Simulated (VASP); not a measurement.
Write the native input for VASP 6.6.1 that does the following.

```yaml
Task: single point
Functional: PBE
Potentials_or_basis: VASP PAW PBE potentials, release 64 (Mg, F)
Cutoff: 520 eV
k_mesh: 9 × 4 × 1
Occupations: gaussian, width 0.1 eV
Spin: no spin polarisation
Dipole_correction: yes
Further_INCAR_settings: ALGO = Normal; EDIFF = 1e-06; NBANDS = 18
```

The structure of Mg6F lies in POSCAR:

```
Mg6F
1.0
    3.2034417932      0.0000000000      0.0000000000
   -1.6017208966      7.8153198520      0.0000000000
    0.0000000000      0.0000000000     20.9851131634
Mg F
6 1
Direct
    0.8493879956      0.6987759913      0.1906113143
    0.5210014932      0.0420029864      0.2197581863
    0.1926149907      0.3852299814      0.2489050583
    0.3710660944      0.7414803149      0.3283003664
    0.0426232582      0.0834482649      0.3542380799
    0.7128162912      0.4251093731      0.3805132287
    0.7128162912      0.8001093731      0.4820137535
```

The input as run:

INCAR

```
ALGO = Normal
DIPOL = 0.5 0.5 0.315
EDIFF = 1E-6
ENCUT = 520
GGA = PE
IDIPOL = 3
ISIF = 2
ISMEAR = 0
LASPH = T
LCHARG = F
LDIPOL = T
LREAL = F
LWAVE = F
NBANDS = 18
NELM = 60
PREC = Accurate
SIGMA = 0.1
```

KPOINTS

```
k-points
0
Gamma
  9 4 1
```

Potentials or basis: VASP PAW PBE potentials, release 64 (Mg, F).

Launch:

```sh
$ cat potpaw_PBE.64/Mg/POTCAR potpaw_PBE.64/F/POTCAR > POTCAR
$ mpirun -np 1 vasp_std > vasp.out
```

It gave:

- Largest force: 1.576 eV/Å

Caveat: an odd number of electrons without spin polarisation forces a metal; a magnetic or distorted state may lie lower.

Run time: 3.3 min on 1 thread of Intel(R) Xeon(R) 6975P-C (Granite Rapids) (shared host), peak memory 0.56 GiB.
